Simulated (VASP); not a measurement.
The system is Y.

```
Y
1.0
     3.68352    0.00000    0.00000
    -1.84176    3.19002    0.00000
     0.00000    0.00000    5.78734
Y
2
Direct
  0.66667 0.33333 0.75000
  0.33333 0.66667 0.25000
```

```yaml
Program: VASP 6.6.1
Task: relaxation of cell and atoms
Functional: PBEsol
Potentials_or_basis: VASP PAW PBE potentials, release 64 (Y_sv)
Cutoff: 650 eV
k_mesh: 11 × 11 × 7
Occupations: methfessel-paxton, width 0.05 eV
Spin: no spin polarisation
```

At the start: pressure -3.2 GPa; volume 34.00 Å³/atom.

Where does the relaxation end?

Over 12 steps the energy falls by 28.7 meV/atom and the volume is 31.27 Å³/atom (-8.0 %); space group P6_3/mmc (No. 194, to 0.1 Å) before and after.

Step by step:
```tsv
step	energy change (eV)	largest force (eV/Å)	pressure (GPa)	volume (Å³)
1	0.0000	0.0000	-3.16	68.00
2	-0.0556	0.0000	0.57	61.62
3	-0.0573	0.0000	0.05	62.46
4	-0.0573	0.0000	-0.04	62.57
5	-0.0574	0.0000	0.00	62.57
6	-0.0575	0.0000	-0.02	62.58
7	-0.0575	0.0000	-0.01	62.58
8	-0.0575	0.0000	-0.01	62.58
9	-0.0575	0.0000	0.00	62.55
10	-0.0575	0.0000	-0.01	62.55
11	-0.0575	0.0000	0.01	62.54
12	-0.0575	0.0000	0.00	62.54
```

Final structure:
```
Y
1.0
     3.59410    0.00000    0.00000
    -1.79705    3.11258    0.00000
     0.00000    0.00000    5.59056
Y
2
Direct
  0.66667 0.33333 0.75000
  0.33333 0.66667 0.25000
```

Caveat: the PAW data sets were made with another functional, which shifts forces and pressure a little.
